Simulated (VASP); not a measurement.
# Os (P6_3/mmc) in VASP: notebook

The runs below take Os through single point, with BHLYP.

Program: VASP 6.6.1. These are calculated values, not measurements. Logs are shortened: lines on timing, memory, paths and dates and some standing lists are left out, and cuts for length are marked.

### Step 1. The cell of the first run

Symmetry: P6_3/mmc, No. 194, hexagonal system. The conventional cell has a = 2.678 Å, b = 2.678 Å, c = 4.232 Å, α = 90.00°, β = 90.00°, γ = 120.00°. Within 3.5 Å of Os (site symmetry -6m2) lie 12 Os at 2.62 to 2.68 Å.

### Step 2. Single point, BHLYP

The input, POSCAR:

```
Os
1.0
    2.6782863798      0.0000000000      0.0000000000
   -1.3391431899      2.3194640436      0.0000000000
    0.0000000000      0.0000000000      4.2315181138
Os
2
Direct
    0.6666666667      0.3333333333      0.7500000000
    0.3333333333      0.6666666667      0.2500000000
```

The input, INCAR.step1:

```
  ALGO = Normal
  EDIFF = 1E-5
  ENCUT = 520
  GGA = PE
  ISIF = 2
  ISMEAR = -1
  LASPH = T
  LCHARG = F
  LREAL = F
  LWAVE = T
  NBANDS = 15
  NELM = 100
  PREC = Accurate
  SIGMA = 0.05
```

The input, INCAR.step2:

```
  AEXX = 0.5
  AGGAC = 1.0
  AGGAX = 0.5
  ALDAC = 0.0
  ALDAX = 0.5
  ALGO = Normal
  EDIFF = 1E-6
  ENCUT = 520
  GGA = B5
  ISIF = 2
  ISMEAR = -1
  ISTART = 1
  LASPH = T
  LCHARG = F
  LHFCALC = T
  LREAL = F
  LWAVE = F
  NBANDS = 15
  NELM = 100
  PREC = Accurate
  PRECFOCK = Normal
  SIGMA = 0.05
```

The input, KPOINTS:

```
k-points
0
Gamma
  6 6 3
```

Potentials or basis: VASP PAW PBE potentials, release 64 (Os).

The run is started by

```
cat potpaw_PBE.64/Os/POTCAR > POTCAR
cp INCAR.step1 INCAR
mpirun -np 1 vasp_std > vasp.out
cp INCAR.step2 INCAR
mpirun -np 1 vasp_std > vasp.out
```

OUTCAR:

```text
AEXX = 0.5
   EDIFF = 1E-6
   ENCUT = 520
   GGA = B5
   ISIF = 2
   ISMEAR = -1
   ISTART = 1
   LASPH = T
   LHFCALC = T
   LREAL = F
   NELM = 100
   PREC = Accurate
   PRECFOCK = Normal

 ion  position               nearest neighbor table
   1  0.667  0.333  0.750-   2 2.62   2 2.62   2 2.62   2 2.62   2 2.62   2 2.62
   2  0.333  0.667  0.250-   1 2.62   1 2.62   1 2.62   1 2.62   1 2.62   1 2.62

  LATTYP: Found a hexagonal cell.
 ALAT       =     2.6782863798
 C/A-ratio  =     1.5799348963

  Lattice vectors:

 A1 = (   2.6782863798,   0.0000000000,   0.0000000000)
 A2 = (  -1.3391431899,   2.3194640436,   0.0000000000)
 A3 = (   0.0000000000,   0.0000000000,   4.2315181138)

Analysis of symmetry for initial positions (statically):
=====================================================================
 Subroutine PRICEL returns:
 Original cell was already a primitive cell.

 Routine SETGRP: Setting up the symmetry group for a
 hexagonal supercell.

 Subroutine GETGRP returns: Found 24 space group operations
 (whereof 12 operations were pure point group operations)
 out of a pool of 24 trial point group operations.

The static configuration has the point symmetry D_3d.
 The point group associated with its full space group is D_6h.

Analysis of symmetry for dynamics (positions and initial velocities):
=====================================================================
 Subroutine PRICEL returns:
 Original cell was already a primitive cell.

 Routine SETGRP: Setting up the symmetry group for a
 hexagonal supercell.

 Subroutine GETGRP returns: Found 24 space group operations
 (whereof 12 operations were pure point group operations)
 out of a pool of 24 trial point group operations.

The dynamic configuration has the point symmetry D_3d.
 The point group associated with its full space group is D_6h.

 Subroutine INISYM returns: Found 24 space group operations
 (whereof 12 operations are pure point group operations),
 and found     1 'primitive' translations

----------------------------------------------------------------------------------------

                                     Primitive cell

  volume of cell :      26.2870

  direct lattice vectors                    reciprocal lattice vectors
     2.678286380  0.000000000  0.000000000     0.373373067  0.215567041  0.000000000
    -1.339143190  2.319464044  0.000000000     0.000000000  0.431134081  0.000000000
     0.000000000  0.000000000  4.231518114     0.000000000  0.000000000  0.236321805

  length of vectors
     2.678286380  2.678286380  4.231518114     0.431134082  0.431134081  0.236321805

  position of ions in fractional coordinates (direct lattice)
     0.666666667  0.333333333  0.750000000
     0.333333333  0.666666667  0.250000000

  ion indices of the primitive-cell ions
   primitive index   ion index
                 1           1
                 2           2

----------------------------------------------------------------------------------------

 KPOINTS: k-points

Automatic generation of k-mesh.
 Grid dimensions read from file:
 generate k-points for:    6    6    3

 Generating k-lattice:

  Cartesian coordinates                     Fractional coordinates (reciprocal lattice)
     0.062228845  0.035927840  0.000000000     0.166666667  0.000000000  0.000000000
     0.000000000  0.071855680  0.000000000     0.000000000  0.166666667  0.000000000
     0.000000000  0.000000000  0.078773935     0.000000000  0.000000000  0.333333333

  Length of vectors
     0.071855680  0.071855680  0.078773935

  Shift w.r.t. Gamma in fractional coordinates (k-lattice)
     0.000000000  0.000000000  0.000000000

 Subroutine IBZKPT returns following result:
 ===========================================

 Found     14 irreducible k-points:

 Following reciprocal coordinates:
            Coordinates               Weight
  0.000000  0.000000  0.000000      1.000000
  0.166667 -0.000000  0.000000      6.000000
  0.333333  0.000000  0.000000      6.000000
  0.500000  0.000000  0.000000      3.000000
  0.166667  0.166667  0.000000      6.000000
  0.333333  0.166667  0.000000     12.000000
  0.333333  0.333333  0.000000      2.000000
  0.000000  0.000000  0.333333      2.000000
  0.166667 -0.000000  0.333333     12.000000
  0.333333  0.000000  0.333333     12.000000
  0.500000  0.000000  0.333333      6.000000
  0.166667  0.166667  0.333333     12.000000
  0.333333  0.166667  0.333333     24.000000
  0.333333  0.333333  0.333333      4.000000
   k-points           NKPTS =     14   k-points in BZ     NKDIM =    108   number of bands    NBANDS=     15
   number of dos      NEDOS =    301   number of ions     NIONS =      2
   total plane-waves  NPLWV =  12800
   dimension x,y,z NGX =    20 NGY =   20 NGZ =   32
   dimension x,y,z NGXF=    40 NGYF=   40 NGZF=   64
   ions per type =               2
   NGX,Y,Z   is equivalent  to a cutoff of  12.41, 12.41, 12.57 a.u.
   NGXF,Y,Z  is equivalent  to a cutoff of  24.83, 24.83, 25.14 a.u.
 SYSTEM =  unknown system
   PREC   = accura    normal or accurate (medium, high low for compatibility)
   ISTART =      1    job   : 0-new  1-cont  2-samecut
   ICHARG =      0    charge: 1-file 2-atom 10-const
   ISPIN  =      1    spin polarized calculation?
   LNONCOLLINEAR =      F non collinear calculations
   LSORBIT =      F    spin-orbit coupling
   LASPH  =      T    aspherical Exc in radial PAW
   ENCUT  =  520.0 eV  38.22 Ry    6.18 a.u.   4.98  4.98  7.87*2*pi/ulx,y,z
   NELM   =    100;   NELMIN=  2; NELMDL=  0     # of ELM steps
   EDIFF  = 0.1E-05   stopping-criterion for ELM
   LREAL  =      F    real-space projection
   EDIFFG = 0.1E-04   stopping-criterion for IOM
   NSW    =      0    number of steps for IOM
   IBRION =     -1    ionic relax: 0-MD 1-quasi-New 2-CG
   NFREE  =      0    steps in history (QN), initial steepest desc. (CG)
   ISIF   =      2    stress and relaxation
   ISYM   =      3    0-nonsym 1-usesym 2-fastsym
   POTIM  = 0.5000    time-step for ionic-motion
   TEBEG  =    0.0;   TEEND  =   0.0 temperature during run
   PSTRESS=    0.0 pullay stress
   NELECT =      16.0000    total number of electrons
   NUPDOWN=      -1.0000    fix difference up-down
   EMIN   =  10.00;   EMAX   =-10.00  energy-range for DOS
   EFERMI =   0.00;   METHOD = LEGACY
   ISMEAR =    -1;   SIGMA  =   0.05  broadening in eV -4-tet -1-fermi 0-gaus
   EFERMI_NEDOS =   21; number of points for ismear=-14 and -15
   IALGO  =     38    algorithm
   IMIX   =      1    mixing-type and parameters
     AMIX     =   0.40;   BMIX     =  1.00
     AMIX_MAG =   1.60;   BMIX_MAG =  1.00
  volume/ion in A,a.u.               =      13.14        88.70
  Fermi-wavevector in a.u.,A,eV,Ry     =   1.387398  2.621803 26.189507  1.924874
  Thomas-Fermi vector in A             =   2.511623
   LORBIT       =      0    0 simple, 1 ext, 2 COOP (PROOUT), +10 PAW based schemes
   GGA     = B5    functional components
   LHFCALC =     T    Hartree Fock is set to
   PRECFOCK=normal    Normal, Fast or Accurate (Low or Medium for compatibility)
   ENCUT4O =  -1.0   cutoff for four orbital integrals eV
   NKREDX  =     1    reduce k-point grid by
   NKREDY  =     1    reduce k-point grid by
   NKREDZ  =     1    reduce k-point grid by
   AEXX    =    0.5000 exact exchange contribution
   HFSCREEN=    0.0000 screening length (either q_TF or 0.3 A-1)
   HFSCREENC=   0.0000 screening length for correlation (either q_TF or 0.3 A-1)
   ENCUTFOCK=  -1.0 apply spherical cutoff to Coloumb kernel
   IVDW    =     0    specifies the selected vdW correction
   LEPSILON=     F    determine dielectric tensor
   LRPA    =     F    only Hartree local field effects (RPA)
 non-spin polarized calculation
  energy-cutoff  :      520.00
  volume of cell :       26.29
 maximum number of plane-waves:       726
 NGX is ok and might be reduce to    20
  NGX = 16; NGY = 16; NGZ = 24

 number of electron      16.0000001 magnetization

 Free energy of the ion-electron system (eV)
  ---------------------------------------------------
  ext. energy  EPLUGINS =         0.00000000
  ---------------------------------------------------
  free energy    TOTEN  =       -30.15294261 eV

  energy without entropy =      -30.15294185  energy(sigma->0) =      -30.15294223

 E-fermi :  10.5469     XC(G=0):  -7.4350

 val. band max:        9.9409639396   @ k =   0.1667   0.1667   0.0000
 cond. band min:      11.0682099910   @ k =   0.0000   0.0000   0.0000
 fundamental gap:      1.1272460514
 Fermi energy:        10.5469253918

 k-point     1 :       0.0000    0.0000    0.0000
  band No.  band energies     occupation
      1      -4.2322      2.00000
      2      -0.6917      2.00000
      3       5.2288      2.00000
      4       5.2288      2.00000
      5       5.8233      2.00000
      6       6.2973      2.00000
      7       6.2973      2.00000
      8       7.0671      2.00000
      9       7.0671      2.00000
     10      11.0682      0.00006
     11      13.6658      0.00000
     12      13.6658      0.00000
     13      23.4858      0.00000
     14      27.7017      0.00000
     15      30.6623      0.00000

 k-point     2 :       0.1667   -0.0000    0.0000
  band No.  band energies     occupation
      1      -2.8465      2.00000
      2       0.4168      2.00000
      3       3.7846      2.00000
      4       5.0867      2.00000
      5       5.5840      2.00000
      6       6.1980      2.00000
      7       6.7524      2.00000
      8       7.4027      2.00000
      9       7.5988      2.00000
     10       7.7778      2.00000
     11      14.1789      0.00000
     12      18.3364      0.00000
     13      23.3070      0.00000
     14      29.9937      0.00000
     15      31.6742      0.00000
[... 185 lines left out ...]
      3       2.0590      2.00000
      4       3.7384      2.00000
      5       4.2308      2.00000
      6       6.5333      2.00000
      7       7.4530      2.00000
      8       9.2177      2.00000
      9      13.3585      0.00000
     10      15.3095      0.00000
     11      17.1287      0.00000
     12      19.0963      0.00000
     13      23.6196      0.00000
     14      25.8655      0.00000
     15      27.8992      0.00000

 k-point    14 :       0.3333    0.3333    0.3333
  band No.  band energies     occupation
      1       1.7811      2.00000
      2       1.7811      2.00000
      3       1.7877      2.00000
      4       3.3970      2.00000
      5       4.9080      2.00000
      6       4.9080      2.00000
      7       7.2949      2.00000
      8       8.9420      2.00000
      9      13.8847      0.00000
     10      13.8847      0.00000
     11      20.6599      0.00000
     12      20.6599      0.00000
     13      23.9054      0.00000
     14      25.6468      0.00000
     15      25.6468      0.00000

------------------------ aborting loop because EDIFF is reached ----------------------------------------

  FORCE on cell =-STRESS in cart. coord.  units (eV):
  Direction    XX          YY          ZZ          XY          YZ          ZX
  --------------------------------------------------------------------------------------
  -------------------------------------------------------------------------------------
  Total        6.3746530      6.3746530      4.6213211     -0.0000000      0.0000000     -0.0000000
  in kB      388.5315286    388.5315286    281.6669359     -0.0000000      0.0000000     -0.0000000
  external PRESSURE =     352.9099977 kB  Pullay stress =       0.0000000 kB

 VOLUME and BASIS-vectors are now :
 -----------------------------------------------------------------------------
  energy-cutoff  :      520.00
  volume of cell :       26.29
      direct lattice vectors                 reciprocal lattice vectors
     2.678286380  0.000000000  0.000000000     0.373373067  0.215567041  0.000000000
    -1.339143190  2.319464044  0.000000000     0.000000000  0.431134081  0.000000000
     0.000000000  0.000000000  4.231518114     0.000000000  0.000000000  0.236321805

 POSITION                                       TOTAL-FORCE (eV/Angst)
 -----------------------------------------------------------------------------------
      1.33914      0.77315      3.17364         0.000000     -0.000000     -0.000000
     -0.00000      1.54631      1.05788        -0.000000      0.000000      0.000000
 -----------------------------------------------------------------------------------
    total drift:                               -0.000000     -0.000000     -0.000000

  FREE ENERGIE OF THE ION-ELECTRON SYSTEM (eV)
  ---------------------------------------------------
  free  energy   TOTEN  =       -30.1529426109 eV

  energy  without entropy=      -30.1529418532  energy(sigma->0) =      -30.15294223
```

It took 12 min on 1 thread of Intel Xeon Platinum 8259CL at 2.50GHz (Skylake/Cascade Lake), shared host; peak memory 0.16 GiB.

What came out:

```yaml
Free_energy: -30.1529 eV
Pressure: 35.3 GPa
Band_gap_on_the_k_mesh: zero (bands 8 and 9 overlap by 7.28 eV)
```

Caveat: the k points lie up to 0.49 Å⁻¹ apart, too coarse for converged energies and pressures of a metal; the PAW data sets were made with another functional, which shifts forces and pressure a little; spin-orbit coupling is left out, which moves the levels of the heavy elements.

### Step 3. Single point, BHLYP

This run uses another cell than the first one, of 13.42 Å³/atom.

The input, POSCAR:

```
Os
1.0
    2.6971481730      0.0000000000      0.0000000000
   -1.3485740865      2.3357988356      0.0000000000
    0.0000000000      0.0000000000      4.2613185190
Os
2
Direct
    0.6666666667      0.3333333333      0.7500000000
    0.3333333333      0.6666666667      0.2500000000
```

The input, INCAR.step1:

```
PREC = Accurate ; ENCUT = 520
EDIFF = 1E-5 ; ISMEAR = -1
SIGMA = 0.05 ; LREAL = False
LASPH = True ; NELM = 100
ALGO = Normal ; ISIF = 2
LWAVE = True ; GGA = PE
NBANDS = 15
```

The input, INCAR.step2:

```
PREC = Accurate ; ENCUT = 520
EDIFF = 1E-6 ; ISMEAR = -1
SIGMA = 0.05 ; LREAL = False
LASPH = True ; NELM = 100
ALGO = Normal ; ISIF = 2
LWAVE = False ; LCHARG = True
GGA = B5 ; LHFCALC = True
AEXX = 0.5 ; ALDAX = 0.5
AGGAX = 0.5 ; AGGAC = 1.0
ALDAC = 0.0 ; PRECFOCK = Normal
LELF = True ; LVHAR = True
ISTART = 1 ; NBANDS = 15
```

The input, KPOINTS:

```
Automatic mesh
0
Gamma
  6 6 3
```

Potentials or basis: VASP PAW PBE potentials, release 64 (Os).

The run is started by

```
cat potpaw_PBE.64/Os/POTCAR > POTCAR
cp INCAR.step1 INCAR
mpirun -np 1 vasp_std > vasp.out
cp INCAR.step2 INCAR
mpirun -np 1 vasp_std > vasp.out
```

Run time: 13 min. Hardware: 1 thread of Intel Xeon Platinum 8259CL at 2.50GHz (Skylake/Cascade Lake), shared host; peak memory 0.16 GiB.

It converged, with:

```yaml
Free_energy: -30.2544 eV
Pressure: 22.9 GPa
Band_gap_on_the_k_mesh: zero (bands 8 and 9 overlap by 7.13 eV)
```

Stress tensor (GPa, compression positive):
```
26.60  0.00  0.00
 0.00 26.60  0.00
 0.00  0.00 15.63
```

Levels at points of the mesh, in eV from the Fermi level:
| k point | band 4 | band 5 | band 6 | band 7 | band 8 | band 9 | band 10 | band 11 | band 12 | band 13 |
| --- | --- | --- | --- | --- | --- | --- | --- | --- | --- | --- |
| (0.00, 0.00, 0.00) | -5.19 | -4.61 | -4.16 | -4.16 | -3.42 | -3.42 | 0.51 | 3.05 | 3.05 | 12.66 |
| (0.50, 0.00, 0.00) | -6.07 | -4.52 | -4.43 | -3.36 | 3.71 | 4.30 | 4.41 | 6.85 | 8.41 | 12.63 |

Caveat: the k points lie up to 0.49 Å⁻¹ apart, too coarse for converged energies and pressures of a metal; the PAW data sets were made with another functional, which shifts forces and pressure a little; spin-orbit coupling is left out, which moves the levels of the heavy elements.

### Step 4. Single point, BHLYP

This run uses another cell than the first one, of 13.70 Å³/atom.

The input, POSCAR:

```
Os
1.0
    2.7157497827      0.0000000000      0.0000000000
   -1.3578748913      2.3519083021      0.0000000000
    0.0000000000      0.0000000000      4.2907078513
Os
2
Direct
    0.6666666667      0.3333333333      0.7500000000
    0.3333333333      0.6666666667      0.2500000000
```

The input, INCAR.step1:

```
SYSTEM = Os
PREC = Accurate
ENCUT = 520
EDIFF = 1E-5
ISMEAR = -1
SIGMA = 0.05
LREAL = .FALSE.
LASPH = .TRUE.
NELM = 80
ALGO = Normal
ISIF = 2
LWAVE = .TRUE.
LCHARG = .FALSE.
GGA = PE
NBANDS = 15
```

The input, INCAR.step2:

```
SYSTEM = Os
PREC = Accurate
ENCUT = 520
EDIFF = 1E-7
ISMEAR = -1
SIGMA = 0.05
LREAL = .FALSE.
LASPH = .TRUE.
NELM = 80
ALGO = Normal
ISIF = 2
LWAVE = .FALSE.
LCHARG = .FALSE.
GGA = B5
LHFCALC = .TRUE.
AEXX = 0.5
ALDAX = 0.5
AGGAX = 0.5
AGGAC = 1.0
ALDAC = 0.0
PRECFOCK = Normal
ISTART = 1
NBANDS = 15
```

The input, KPOINTS:

```
regular mesh
0
G
  6 6 3
  0 0 0
```

The run is started by

```
cat potpaw_PBE.64/Os/POTCAR > POTCAR
cp INCAR.step1 INCAR
mpirun -np 1 vasp_std > vasp.out
cp INCAR.step2 INCAR
mpirun -np 1 vasp_std > vasp.out
```

Wall time 16 min (1 thread of Intel Xeon Platinum 8259CL at 2.50GHz (Skylake/Cascade Lake), shared host); peak memory 0.16 GiB.

Results (log left out):

```
Free energy            : -30.3151 eV
Pressure               : 11.9 GPa
Band gap on the k mesh : zero (bands 8 and 9 overlap by 6.98 eV)
```

Stress tensor (GPa, compression positive):
```
15.67  0.00  0.00
 0.00 15.67  0.00
 0.00  0.00  4.48
```

Levels at points of the mesh, in eV from the Fermi level:
```csv
k point,band 5,band 6,band 7,band 8,band 9,band 10,band 11,band 12
"(0.00, 0.00, 0.00)",-4.50,-4.07,-4.07,-3.36,-3.36,0.50,2.98,2.98
"(0.50, 0.00, 0.00)",-4.44,-4.36,-3.30,3.62,4.18,4.30,6.69,8.23
```

Caveat: the k points lie up to 0.49 Å⁻¹ apart, too coarse for converged energies and pressures of a metal; the PAW data sets were made with another functional, which shifts forces and pressure a little; spin-orbit coupling is left out, which moves the levels of the heavy elements.

### Step 5. The runs side by side

| cell | gap on the mesh (eV) | pressure (GPa) |
| --- | --- | --- |
| a = 2.678, b = 2.678, c = 4.232 Å, angles 90.0, 90.0, 120.0°, 2 atoms | none | 35.3 |
| a = 2.697, b = 2.697, c = 4.261 Å, angles 90.0, 90.0, 120.0°, 2 atoms | none | 22.9 |
| a = 2.716, b = 2.716, c = 4.291 Å, angles 90.0, 90.0, 120.0°, 2 atoms | none | 11.9 |

Alike in all rows: task single point; level BHLYP; potentials or basis VASP PAW PBE potentials, release 64 (Os); no spin polarisation; k mesh 6 × 6 × 3; cutoff (eV) 520; smearing fermi-dirac 0.05 eV.

Caveats: all runs use coarse meshes; the PAW data sets were made with another functional, which shifts forces and pressure a little; spin-orbit coupling is left out, which moves the levels of the heavy elements.

Total energies depend on the potentials used, so only differences within one code and one set of settings carry meaning.

The gap in the log of VASP goes by the Fermi energy; the results here count the filled bands.